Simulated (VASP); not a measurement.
# TeMo2 (Fm-3m) in VASP: further runs

Runs on TeMo2. Level: PBE. Tasks: single point.

Everything below comes from runs of VASP 6.6.1. Logs are shortened: lines on timing, memory, paths and dates and some standing lists are left out, and cuts for length are marked.

### 1 The cell of the first run

The structure is cubic, space group Fm-3m (No. 225). Conventional cell: a = 6.250 Å, b = 6.250 Å, c = 6.250 Å, α = 90.00°, β = 90.00°, γ = 90.00°. Te (site symmetry m-3m) has 8 Mo at 2.71 Å within 3.6 Å. Within 3.6 Å of Mo (site symmetry -43m) lie 4 Te at 2.71 Å and 6 Mo at 3.12 Å.

### 2 Single point, PBE

Contents of INCAR:

```
SYSTEM = TeMo2
  PREC = Accurate
  ENCUT = 520
  EDIFF = 1E-6
  ISMEAR = 0
  SIGMA = 0.1
  LREAL = .FALSE.
  LASPH = .TRUE.
  NELM = 60
  ALGO = Normal
  ISIF = 2
  LWAVE = .FALSE.
  LCHARG = .FALSE.
  GGA = PE
  NBANDS = 24
```

Contents of KPOINTS:

```
Automatic mesh
0
G
  6 6 6
  0 0 0
```

Contents of POSCAR:

```
TeMo2
1.0
    0.0000000000      3.1249896995      3.1249896995
    3.1249896995      0.0000000000      3.1249896995
    3.1249896995      3.1249896995      0.0000000000
Te Mo
1 2
Direct
    0.0000000000      0.0000000000      0.0000000000
    0.2500000000      0.2500000000      0.2500000000
    0.7500000000      0.7500000000      0.7500000000
```

Potentials or basis: VASP PAW PBE potentials, release 64 (Te, Mo_sv).

Run with:

```
cat potpaw_PBE.64/Te/POTCAR potpaw_PBE.64/Mo_sv/POTCAR > POTCAR
mpirun -np 1 vasp_std > vasp.out
```

OUTCAR:

```text
SYSTEM = TeMo2
   PREC = Accurate
   ENCUT = 520
   EDIFF = 1E-6
   ISMEAR = 0
   LREAL = .FALSE.
   LASPH = .TRUE.
   NELM = 60
   ISIF = 2
   GGA = PE

 ion  position               nearest neighbor table
   1  0.000  0.000  0.000-   3 2.71   3 2.71   3 2.71   2 2.71   3 2.71   2 2.71   2 2.71   2 2.71

   2  0.250  0.250  0.250-   1 2.71   1 2.71   1 2.71   1 2.71   3 3.12   3 3.12   3 3.12   3 3.12
                             3 3.12   3 3.12
   3  0.750  0.750  0.750-   1 2.71   1 2.71   1 2.71   1 2.71   2 3.12   2 3.12   2 3.12   2 3.12
                             2 3.12   2 3.12

  LATTYP: Found a face centered cubic cell.
 ALAT       =     6.2499793990

  Lattice vectors:

 A1 = (   0.0000000000,   3.1249896995,   3.1249896995)
 A2 = (   3.1249896995,   0.0000000000,   3.1249896995)
 A3 = (   3.1249896995,   3.1249896995,   0.0000000000)

Analysis of symmetry for initial positions (statically):
=====================================================================
 Subroutine PRICEL returns:
 Original cell was already a primitive cell.

 Routine SETGRP: Setting up the symmetry group for a
 face centered cubic supercell.

 Subroutine GETGRP returns: Found 48 space group operations
 (whereof 48 operations were pure point group operations)
 out of a pool of 48 trial point group operations.

The static configuration has the point symmetry O_h .

Analysis of symmetry for dynamics (positions and initial velocities):
=====================================================================
 Subroutine PRICEL returns:
 Original cell was already a primitive cell.

 Routine SETGRP: Setting up the symmetry group for a
 face centered cubic supercell.

 Subroutine GETGRP returns: Found 48 space group operations
 (whereof 48 operations were pure point group operations)
 out of a pool of 48 trial point group operations.

The dynamic configuration has the point symmetry O_h .

 Subroutine INISYM returns: Found 48 space group operations
 (whereof 48 operations are pure point group operations),
 and found     1 'primitive' translations

----------------------------------------------------------------------------------------

                                     Primitive cell

  volume of cell :      61.0346

  direct lattice vectors                    reciprocal lattice vectors
[... 77 lines left out ...]
   LASPH  =      T    aspherical Exc in radial PAW
   ENCUT  =  520.0 eV  38.22 Ry    6.18 a.u.   8.22  8.22  8.22*2*pi/ulx,y,z
   NELM   =     60;   NELMIN=  2; NELMDL= -5     # of ELM steps
   EDIFF  = 0.1E-05   stopping-criterion for ELM
   LREAL  =      F    real-space projection
   EDIFFG = 0.1E-04   stopping-criterion for IOM
   NSW    =      0    number of steps for IOM
   IBRION =     -1    ionic relax: 0-MD 1-quasi-New 2-CG
   NFREE  =      0    steps in history (QN), initial steepest desc. (CG)
   ISIF   =      2    stress and relaxation
   ISYM   =      2    0-nonsym 1-usesym 2-fastsym
   POTIM  = 0.5000    time-step for ionic-motion
   TEBEG  =    0.0;   TEEND  =   0.0 temperature during run
   PSTRESS=    0.0 pullay stress
   NELECT =      34.0000    total number of electrons
   NUPDOWN=      -1.0000    fix difference up-down
   EMIN   =  10.00;   EMAX   =-10.00  energy-range for DOS
   EFERMI =   0.00;   METHOD = LEGACY
   ISMEAR =     0;   SIGMA  =   0.10  broadening in eV -4-tet -1-fermi 0-gaus
   EFERMI_NEDOS =   21; number of points for ismear=-14 and -15
   IALGO  =     38    algorithm
   IMIX   =      4    mixing-type and parameters
     AMIX     =   0.40;   BMIX     =  1.00
     AMIX_MAG =   1.60;   BMIX_MAG =  1.00
  volume/ion in A,a.u.               =      20.34       137.29
  Fermi-wavevector in a.u.,A,eV,Ry     =   1.347026  2.545509 24.687475  1.814478
  Thomas-Fermi vector in A             =   2.474810
   LORBIT       =      0    0 simple, 1 ext, 2 COOP (PROOUT), +10 PAW based schemes
   GGA     = PE    functional components
   LHFCALC =     F    Hartree Fock is set to
   AEXX    =    0.0000 exact exchange contribution
   IVDW    =     0    specifies the selected vdW correction
   LEPSILON=     F    determine dielectric tensor
   LRPA    =     F    only Hartree local field effects (RPA)
 non-spin polarized calculation
 Gauss-broadening in eV      SIGMA  =   0.10
  energy-cutoff  :      520.00
  volume of cell :       61.03
 maximum number of plane-waves:      1676
 NGX is ok and might be reduce to    36
   NGX = 17   NGY = 17   NGZ = 17

 number of electron      33.9999999 magnetization

 Free energy of the ion-electron system (eV)
  ---------------------------------------------------
  ext. energy  EPLUGINS =         0.00000000
  ---------------------------------------------------
  free energy    TOTEN  =       -22.09855589 eV

  energy without entropy =      -22.07288357  energy(sigma->0) =      -22.08571973

 E-fermi :  10.3082     XC(G=0): -11.5964

 val. band max:       10.2884742534   @ k =  -0.3333   0.5000   0.1667
 cond. band min:      10.3158718064   @ k =  -0.3333   0.3333   0.0000
 fundamental gap:      0.0273975529
 Fermi energy:        10.3082239985

 k-point     1 :       0.0000    0.0000    0.0000
  band No.  band energies     occupation
      1     -50.5057      2.00000
      2     -50.4363      2.00000
      3     -24.7206      2.00000
      4     -24.7206      2.00000
      5     -24.7206      2.00000
      6     -24.5062      2.00000
[... 421 lines left out ...]
     23      16.2091      0.00000
     24      16.7664      0.00000

------------------------ aborting loop because EDIFF is reached ----------------------------------------

  FORCE on cell =-STRESS in cart. coord.  units (eV):
  Direction    XX          YY          ZZ          XY          YZ          ZX
  --------------------------------------------------------------------------------------
  -------------------------------------------------------------------------------------
  Total       -0.4120597     -0.4120597     -0.4120597     -0.0000000      0.0000000     -0.0000000
  in kB      -10.8167039    -10.8167039    -10.8167039     -0.0000000      0.0000000     -0.0000000
  external PRESSURE =     -10.8167039 kB  Pullay stress =       0.0000000 kB

 VOLUME and BASIS-vectors are now :
 -----------------------------------------------------------------------------
  energy-cutoff  :      520.00
  volume of cell :       61.03
      direct lattice vectors                 reciprocal lattice vectors
     0.000000000  3.124989699  3.124989699    -0.160000527  0.160000527  0.160000527
     3.124989699  0.000000000  3.124989699     0.160000527 -0.160000527  0.160000527
     3.124989699  3.124989699  0.000000000     0.160000527  0.160000527 -0.160000527

 POSITION                                       TOTAL-FORCE (eV/Angst)
 -----------------------------------------------------------------------------------
      0.00000      0.00000      0.00000        -0.000000     -0.000000     -0.000000
      1.56249      1.56249      1.56249        -0.000000     -0.000000      0.000000
      4.68748      4.68748      4.68748         0.000000      0.000000      0.000000
 -----------------------------------------------------------------------------------
    total drift:                                0.000000      0.000000      0.000000

  FREE ENERGIE OF THE ION-ELECTRON SYSTEM (eV)
  ---------------------------------------------------
  free  energy   TOTEN  =       -22.0985558914 eV

  energy  without entropy=      -22.0728835671  energy(sigma->0) =      -22.08571973
```

OSZICAR:

```text
N       E                     dE             d eps       ncg     rms          rms(c)
DAV:   1     0.331652238677E+03    0.33165E+03   -0.19741E+04   784   0.136E+03
DAV:   2    -0.139397920736E+02   -0.34559E+03   -0.33677E+03   928   0.407E+02
DAV:   3    -0.226442960276E+02   -0.87045E+01   -0.83441E+01   976   0.633E+01
DAV:   4    -0.227332102248E+02   -0.88914E-01   -0.88886E-01   840   0.685E+00
DAV:   5    -0.227344501348E+02   -0.12399E-02   -0.12398E-02  1016   0.791E-01    0.153E+01
DAV:   6    -0.221399010947E+02    0.59455E+00   -0.23021E+00   896   0.101E+01    0.528E+00
DAV:   7    -0.221081943492E+02    0.31707E-01   -0.49705E-02   840   0.128E+00    0.260E+00
DAV:   8    -0.220988830086E+02    0.93113E-02   -0.18490E-02   856   0.739E-01    0.459E-01
DAV:   9    -0.220985752480E+02    0.30776E-03   -0.14066E-03   872   0.179E-01    0.272E-01
DAV:  10    -0.220985724791E+02    0.27689E-05   -0.26193E-04   984   0.118E-01    0.377E-02
DAV:  11    -0.220985565442E+02    0.15935E-04   -0.15194E-05   848   0.288E-02    0.237E-02
DAV:  12    -0.220985558914E+02    0.65280E-06   -0.23034E-06   752   0.961E-03
   1 F= -.22098556E+02 E0= -.22085720E+02  d E =-.256723E-01
```

Run time: 12 s. Hardware: 1 thread of Intel Xeon 6975P-C (Granite Rapids), shared host; peak memory 0.2 GiB.

Results:

| Quantity | Value |
| --- | --- |
| Free energy | -22.0986 eV |
| Pressure | -1.1 GPa |
| Band gap on the k mesh | zero (band 17 reaches 11.38 eV, above the bottom of band 18 at 9.68 eV) |

Caveat: spin-orbit coupling is left out, which moves the levels of the heavy elements.

### 3 Single point, PBE

This run uses another cell than the first one, of 20.21 Å³/atom, 0.993 times its volume.

Contents of INCAR:

```
PREC = Accurate
ENCUT = 520
EDIFF = 1E-6
ISMEAR = 0
SIGMA = 0.1
LREAL = F
LASPH = T
NELM = 80
ALGO = Fast
ISIF = 2
LWAVE = F
LCHARG = F
GGA = PE
NBANDS = 24
```

Contents of KPOINTS:

```
regular mesh
0
Gamma
  14 14 14
```

Contents of POSCAR:

```
TeMo2
1.0
    0.0000000000      3.1180426249      3.1180426249
    3.1180426249      0.0000000000      3.1180426249
    3.1180426249      3.1180426249      0.0000000000
Te Mo
1 2
Direct
    0.0000000000      0.0000000000      0.0000000000
    0.2500000000      0.2500000000      0.2500000000
    0.7500000000      0.7500000000      0.7500000000
```

Potentials or basis: VASP PAW PBE potentials, release 64 (Te, Mo_sv).

Run with:

```
cat potpaw_PBE.64/Te/POTCAR potpaw_PBE.64/Mo_sv/POTCAR > POTCAR
mpirun -np 1 vasp_std > vasp.out
```

Wall time 69 s (1 thread of Intel Xeon 6975P-C (Granite Rapids), shared host); peak memory 0.29 GiB.

It converged, with:

```yaml
Free_energy: -22.0936 eV
Pressure: -0.1 GPa
Band_gap_on_the_k_mesh: zero (band 17 reaches 11.48 eV, above the bottom of band 18 at 9.77 eV)
```

Levels at points of the mesh, in eV from the Fermi level:
```
           k point  band 13  band 14  band 15  band 16  band 17  band 18  band 19  band 20  band 21  band 22
(0.00, 0.00, 0.00)    -3.00    -3.00     0.30     1.12     1.12     1.12     2.76     2.76     4.01     4.01
(0.50, 0.00, 0.00)    -1.48    -1.48    -1.07    -0.60    -0.60    -0.59    -0.59    -0.34     3.63     4.23
(0.50, 0.50, 0.00)    -2.73    -2.50    -2.41    -0.28    -0.28     0.27     0.27     1.29     2.56     2.64
```

Caveat: spin-orbit coupling is left out, which moves the levels of the heavy elements.

### 4 Single point, PBE

This run uses another cell than the first one, of 20.21 Å³/atom, 0.993 times its volume.

Contents of INCAR:

```
SYSTEM = TeMo2
  PREC = Accurate
  ENCUT = 520
  EDIFF = 1E-6
  ISMEAR = 0
  SIGMA = 0.1
  LREAL = .False.
  LASPH = .True.
  NELM = 100
  ALGO = Fast
  ISIF = 2
  LWAVE = .False.
  LCHARG = .True.
  GGA = PE
  LELF = .True.
  LVHAR = .True.
  NBANDS = 24
```

Contents of KPOINTS:

```
regular mesh
0
Gamma
  14 14 14
  0 0 0
```

POSCAR is that of step 3.

Run with:

```
cat potpaw_PBE.64/Te/POTCAR potpaw_PBE.64/Mo_sv/POTCAR > POTCAR
mpirun -np 1 vasp_std > vasp.out
```

Run time: 73 s. Hardware: 1 thread of Intel Xeon 6975P-C (Granite Rapids), shared host; peak memory 0.3 GiB.

It converged, with:

```yaml
Free_energy: -22.0936 eV
Pressure: -0.1 GPa
Band_gap_on_the_k_mesh: zero (band 17 reaches 11.48 eV, above the bottom of band 18 at 9.77 eV)
```

Levels at points of the mesh, in eV from the Fermi level:
| k point | band 15 | band 16 | band 17 | band 18 | band 19 | band 20 |
| --- | --- | --- | --- | --- | --- | --- |
| (0.00, 0.00, 0.00) | 0.30 | 1.12 | 1.12 | 1.12 | 2.76 | 2.76 |
| (0.50, 0.00, 0.00) | -1.07 | -0.60 | -0.60 | -0.59 | -0.59 | -0.34 |
| (0.50, 0.50, 0.00) | -2.41 | -0.28 | -0.28 | 0.27 | 0.27 | 1.29 |

Caveat: spin-orbit coupling is left out, which moves the levels of the heavy elements.
